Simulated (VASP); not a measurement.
# Al2O3 (R-3c) in VASP: a series of runs

Al2O3 is run at these levels: PBE; tasks: single point, relaxation of cell and atoms.

All numbers are computed with VASP 6.6.1; they aren't measurements. Logs are shortened: lines on timing, memory, paths and dates and some standing lists are left out, and cuts for length are marked.

**1. The cell of the first run**

It takes space group R-3c (No. 167, trigonal). Conventional cell: a = 4.809 Å, b = 4.809 Å, c = 13.125 Å, α = 90.00°, β = 90.00°, γ = 120.00°. Al (site symmetry 3) has 6 O at 1.87 to 1.99 Å within 2.5 Å. Within 2.5 Å of O (site symmetry 2) lie 4 Al at 1.87 to 1.99 Å.

**2. Single point, PBE**

File INCAR:

```
PREC = Accurate ; ENCUT = 520
EDIFF = 1E-7 ; ISMEAR = 0
SIGMA = 0.02 ; LREAL = F
LASPH = T ; NELM = 80
ALGO = Normal ; ISIF = 2
LWAVE = F ; LCHARG = F
GGA = PE ; NBANDS = 35
```

File KPOINTS:

```
regular mesh
0
Gamma
  6 6 6
```

File POSCAR:

```
Al2O3
1.0
    2.4042988063      1.3881225631      4.3749117470
   -2.4042988063      1.3881225631      4.3749117470
    0.0000000000     -2.7762451261      4.3749117470
Al O
4 6
Direct
    0.1478748935      0.1478748935      0.1478748935
    0.3521251065      0.3521251065      0.3521251065
    0.6478748935      0.6478748935      0.6478748935
    0.8521251065      0.8521251065      0.8521251065
    0.9438371958      0.5561628042      0.2500000000
    0.4438371958      0.7500000000      0.0561628042
    0.5561628042      0.2500000000      0.9438371958
    0.2500000000      0.9438371958      0.5561628042
    0.7500000000      0.0561628042      0.4438371958
    0.0561628042      0.4438371958      0.7500000000
```

Potentials or basis: VASP PAW PBE potentials, release 64 (Al, O).

Run with:

```console
cat potpaw_PBE.64/Al/POTCAR potpaw_PBE.64/O/POTCAR > POTCAR
mpirun -np 1 vasp_std > vasp.out
```

OUTCAR:

```text
PREC = Accurate
   ENCUT = 520
   EDIFF = 1E-7
   ISMEAR = 0
   LREAL = F
   LASPH = T
   NELM = 80
   ISIF = 2
   GGA = PE

 ion  position               nearest neighbor table
   1  0.148  0.148  0.148-   6 1.87  10 1.87   9 1.87   5 1.99   8 1.99   7 1.99   2 2.68   4 2.82
                             4 2.82   4 2.82   2 3.25   2 3.25   2 3.25
   2  0.352  0.352  0.352-   9 1.87  10 1.87   6 1.87   5 1.99   7 1.99   8 1.99   1 2.68   3 2.82
                             3 2.82   3 2.82   1 3.25   1 3.25   1 3.25
   3  0.648  0.648  0.648-   8 1.87   5 1.87   7 1.87  10 1.99   6 1.99   9 1.99   4 2.68   2 2.82
                             2 2.82   2 2.82   4 3.25   4 3.25   4 3.25
   4  0.852  0.852  0.852-   7 1.87   5 1.87   8 1.87  10 1.99   9 1.99   6 1.99   3 2.68   1 2.82
                             1 2.82   1 2.82   3 3.25   3 3.25   3 3.25
   5  0.944  0.556  0.250-   3 1.87   4 1.87   1 1.99   2 1.99
   6  0.444  0.750  0.056-   1 1.87   2 1.87   3 1.99   4 1.99
   7  0.556  0.250  0.944-   4 1.87   3 1.87   2 1.99   1 1.99
   8  0.250  0.944  0.556-   3 1.87   4 1.87   1 1.99   2 1.99
   9  0.750  0.056  0.444-   2 1.87   1 1.87   4 1.99   3 1.99
  10  0.056  0.444  0.750-   1 1.87   2 1.87   3 1.99   4 1.99

  LATTYP: Found a trigonal (rhomboedric) cell.
 ALAT       =     5.1814466893
 COS(alpha) =     0.5693694773

  Lattice vectors:

 A1 = (   2.4042988063,   1.3881225631,   4.3749117470)
 A2 = (  -2.4042988063,   1.3881225631,   4.3749117470)
 A3 = (   0.0000000000,  -2.7762451261,   4.3749117470)

Analysis of symmetry for initial positions (statically):
=====================================================================
 Subroutine PRICEL returns:
 Original cell was already a primitive cell.

 Routine SETGRP: Setting up the symmetry group for a
 trigonal (rhombohedral) supercell.

 Subroutine GETGRP returns: Found 12 space group operations
 (whereof  6 operations were pure point group operations)
 out of a pool of 12 trial point group operations.

The static configuration has the point symmetry S_6 .
 The point group associated with its full space group is D_3d.

Analysis of symmetry for dynamics (positions and initial velocities):
=====================================================================
 Subroutine PRICEL returns:
 Original cell was already a primitive cell.

 Routine SETGRP: Setting up the symmetry group for a
 trigonal (rhombohedral) supercell.

 Subroutine GETGRP returns: Found 12 space group operations
 (whereof  6 operations were pure point group operations)
[... 123 lines left out ...]
   IBRION =     -1    ionic relax: 0-MD 1-quasi-New 2-CG
   NFREE  =      0    steps in history (QN), initial steepest desc. (CG)
   ISIF   =      2    stress and relaxation
   ISYM   =      2    0-nonsym 1-usesym 2-fastsym
   POTIM  = 0.5000    time-step for ionic-motion
   TEBEG  =    0.0;   TEEND  =   0.0 temperature during run
   PSTRESS=    0.0 pullay stress
   NELECT =      48.0000    total number of electrons
   NUPDOWN=      -1.0000    fix difference up-down
   EMIN   =  10.00;   EMAX   =-10.00  energy-range for DOS
   EFERMI =   0.00;   METHOD = LEGACY
   ISMEAR =     0;   SIGMA  =   0.02  broadening in eV -4-tet -1-fermi 0-gaus
   EFERMI_NEDOS =   21; number of points for ismear=-14 and -15
   IALGO  =     38    algorithm
   IMIX   =      4    mixing-type and parameters
     AMIX     =   0.40;   BMIX     =  1.00
     AMIX_MAG =   1.60;   BMIX_MAG =  1.00
  volume/ion in A,a.u.               =       8.76        59.12
  Fermi-wavevector in a.u.,A,eV,Ry     =   1.339604  2.531484 24.416170  1.794538
  Thomas-Fermi vector in A             =   2.467982
   LORBIT       =      0    0 simple, 1 ext, 2 COOP (PROOUT), +10 PAW based schemes
   GGA     = PE    functional components
   LHFCALC =     F    Hartree Fock is set to
   AEXX    =    0.0000 exact exchange contribution
   IVDW    =     0    specifies the selected vdW correction
   LEPSILON=     F    determine dielectric tensor
   LRPA    =     F    only Hartree local field effects (RPA)
 non-spin polarized calculation
 Gauss-broadening in eV      SIGMA  =   0.02
  energy-cutoff  :      520.00
  volume of cell :       87.61
 maximum number of plane-waves:      2371
 NGX is ok and might be reduce to    40
   NGX = 19   NGY = 19   NGZ = 19

 number of electron      48.0000008 magnetization

 Free energy of the ion-electron system (eV)
  ---------------------------------------------------
  ext. energy  EPLUGINS =         0.00000000
  ---------------------------------------------------
  free energy    TOTEN  =       -74.81221130 eV

  energy without entropy =      -74.81221130  energy(sigma->0) =      -74.81221130

 E-fermi :   5.9397     XC(G=0): -11.5378

 val. band max:        5.7982996337   @ k =   0.0000   0.0000   0.0000
 cond. band min:      11.6462663555   @ k =   0.0000   0.0000   0.0000
 fundamental gap:      5.8479667218
 Fermi energy:         5.9397092479

 k-point     1 :       0.0000    0.0000    0.0000
  band No.  band energies     occupation
      1     -13.2139      2.00000
      2     -10.9940      2.00000
      3     -10.7304      2.00000
      4     -10.7304      2.00000
      5     -10.4238      2.00000
      6     -10.4238      2.00000
[... 901 lines left out ...]
     34      19.0016      0.00000
     35      19.1067      0.00000

 [... further k-points ...]
[... 5 lines left out ...]
  --------------------------------------------------------------------------------------
  -------------------------------------------------------------------------------------
  Total       -0.0747884     -0.0747884     -0.1078781      0.0000000     -0.0000000      0.0000000
  in kB       -1.3677536     -1.3677536     -1.9729088      0.0000000     -0.0000000      0.0000000
  external PRESSURE =      -1.5694720 kB  Pullay stress =       0.0000000 kB

 VOLUME and BASIS-vectors are now :
 -----------------------------------------------------------------------------
  energy-cutoff  :      520.00
  volume of cell :       87.61
      direct lattice vectors                 reciprocal lattice vectors
     2.404298806  1.388122563  4.374911747     0.207960840  0.120066247  0.076192013
    -2.404298806  1.388122563  4.374911747    -0.207960840  0.120066247  0.076192013
     0.000000000 -2.776245126  4.374911747     0.000000000 -0.240132494  0.076192013

 POSITION                                       TOTAL-FORCE (eV/Angst)
 -----------------------------------------------------------------------------------
      0.00000      0.00000      1.94082         0.000000     -0.000000     -0.007846
      0.00000      0.00000      4.62155         0.000000      0.000000      0.007846
      0.00000      0.00000      8.50319         0.000000     -0.000000     -0.007846
      0.00000      0.00000     11.18392         0.000000      0.000000      0.007846
      0.93209      1.38812      7.65610        -0.001350     -0.000000     -0.000000
     -0.73611      1.50127      5.46864        -0.000675     -0.001169     -0.000000
      0.73611     -1.50127      7.65610         0.000675      0.001169     -0.000000
     -1.66819      0.11315      7.65610         0.000675     -0.001169     -0.000000
      1.66819     -0.11315      5.46864        -0.000675      0.001169     -0.000000
     -0.93209     -1.38812      5.46864         0.001350      0.000000      0.000000
 -----------------------------------------------------------------------------------
    total drift:                               -0.000000      0.000000     -0.000000

  FREE ENERGIE OF THE ION-ELECTRON SYSTEM (eV)
  ---------------------------------------------------
  free  energy   TOTEN  =       -74.8122113000 eV

  energy  without entropy=      -74.8122113000  energy(sigma->0) =      -74.81221130
```

stdout:

```text
POSCAR found type information on POSCAR AlO
 POSCAR found :  2 types and      10 ions
 scaLAPACK will be used
 LDA part: xc-table for (Slater+PW92), standard interpolation
 POSCAR, INCAR and KPOINTS ok, starting setup
 FFT: planning ... GRIDC
 FFT: planning ... GRID_SOFT
 FFT: planning ... GRID
 WAVECAR not read
 entering main loop
```

Wall time 50 s (1 thread of Intel Xeon 6975P-C (Granite Rapids), shared host); peak memory 0.26 GiB.

Results:

```
Free energy            : -74.8122 eV
Pressure               : -0.2 GPa
Largest force          : 0.008 eV/Å
Band gap on the k mesh : 5.85 eV, direct
```

Forces on the atoms (eV/Å):
```
Al   0.000  0.000 -0.008
Al   0.000  0.000  0.008
Al   0.000  0.000 -0.008
Al   0.000  0.000  0.008
O   -0.001  0.000  0.000
O   -0.001 -0.001  0.000
O    0.001  0.001  0.000
O    0.001 -0.001  0.000
O   -0.001  0.001  0.000
O    0.001  0.000  0.000
```

PBE gaps usually lie below the measured ones, often by a third to a half.

**3. Single point, PBE**

File INCAR:

```
SYSTEM = Al2O3
  PREC = Accurate
  ENCUT = 520
  EDIFF = 1E-6
  ISMEAR = 0
  SIGMA = 0.02
  LREAL = .False.
  LASPH = .True.
  NELM = 80
  ALGO = Normal
  ISIF = 2
  LWAVE = .False.
  LCHARG = .False.
  GGA = PE
  NBANDS = 35
```

File KPOINTS:

```
Automatic mesh
0
Gamma
  6 6 6
  0 0 0
```

POSCAR is that of step 2.

Potentials or basis: VASP PAW PBE potentials, release 64 (Al, O).

Run with:

```console
cat potpaw_PBE.64/Al/POTCAR potpaw_PBE.64/O/POTCAR > POTCAR
mpirun -np 1 vasp_std > vasp.out
```

Run time: 45 s. Hardware: 1 thread of Intel Xeon 6975P-C (Granite Rapids), shared host; peak memory 0.26 GiB.

The run converged. Its results:

```
Free energy            : -74.8122 eV
Pressure               : -0.1 GPa
Largest force          : 0.008 eV/Å
Band gap on the k mesh : 5.85 eV, direct
```

Forces in eV/Å, atoms in the order of the input:
```
Al   0.000  0.000 -0.008
Al   0.000  0.000  0.008
Al   0.000  0.000 -0.008
Al   0.000  0.000  0.008
O   -0.002  0.000  0.000
O   -0.001 -0.001  0.000
O    0.001  0.001  0.000
O    0.001 -0.001  0.000
O   -0.001  0.001  0.000
O    0.002  0.000  0.000
```

Levels at points of the mesh, in eV from the valence-band top:
| k point | band 20 | band 21 | band 22 | band 23 | band 24 | band 25 | band 26 | band 27 | band 28 | band 29 |
| --- | --- | --- | --- | --- | --- | --- | --- | --- | --- | --- |
| (0.00, 0.00, 0.00) | -0.46 | -0.46 | -0.03 | -0.03 | 0.00 | 5.85 | 8.90 | 10.36 | 11.27 | 11.27 |
| (0.50, 0.00, 0.00) | -1.28 | -0.86 | -0.86 | -0.25 | -0.25 | 9.13 | 9.13 | 9.35 | 9.35 | 11.60 |
| (0.50, 0.50, 0.00) | -1.25 | -0.97 | -0.87 | -0.70 | -0.23 | 9.35 | 9.49 | 9.61 | 10.14 | 10.90 |
| (0.50, 0.50, 0.50) | -1.92 | -0.35 | -0.35 | -0.35 | -0.35 | 8.35 | 8.35 | 10.84 | 10.84 | 12.08 |

[end of part 1 of 2]
